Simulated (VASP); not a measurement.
Input of a VASP 6.6.1 run:

Contents of INCAR:

```
ALGO = Normal
DIPOL = 0.5 0.5 0.374
EDIFF = 1E-6
EDIFFG = -0.003
ENCUT = 520
GGA = PE
IBRION = 2
IDIPOL = 3
ISIF = 2
ISMEAR = 0
IVDW = 12
LASPH = T
LCHARG = F
LDIPOL = T
LREAL = F
LWAVE = F
NELM = 80
NSW = 40
PREC = Accurate
SIGMA = 0.05
```

Contents of KPOINTS:

```
k-points
0
Gamma
  9 9 1
```

File POSCAR:

```
As
1.0
    3.5716242980      0.0000000000      0.0000000000
   -1.7858121490      3.0931173748      0.0000000000
    0.0000000000      0.0000000000     20.2951239168
As
4
Selective dynamics
Direct
    0.3333333333      0.6666666667      0.2217281362  F F F
    0.6666666667      0.3333333333      0.2905581628  F F T
    0.8333333333      1.0000000000      0.4568728364  F F T
    1.1666666667      0.6666666667      0.5256960366  F F T
```

Potentials or basis: VASP PAW PBE potentials, release 64 (As).

Command:

```bash
$ cat potpaw_PBE.64/As/POTCAR > POTCAR
$ mpirun -np 1 vasp_std > vasp.out
```

Task: What does it give for the dispersion energy per atom?

Result: -0.279 eV.

Task: Predict the energy gained by relaxing.

Result: 2.0 meV/atom.

Task: Estimate the band gap on the k mesh.

Result: 0.79 eV (least direct gap 1.55 eV).

Final structure:
```
As
1.0
     3.57162    0.00000    0.00000
    -1.78581    3.09312    0.00000
     0.00000    0.00000   20.29512
As
4
Direct
  0.33333 0.66667 0.22173
  0.66667 0.33333 0.29076
  0.83333 0.00000 0.44427
  0.16667 0.66667 0.51330
```

Caveat: the cell differs from its parent crystal (layers slid over each other); semilocal functionals underestimate gaps, and a narrow one can read as zero.
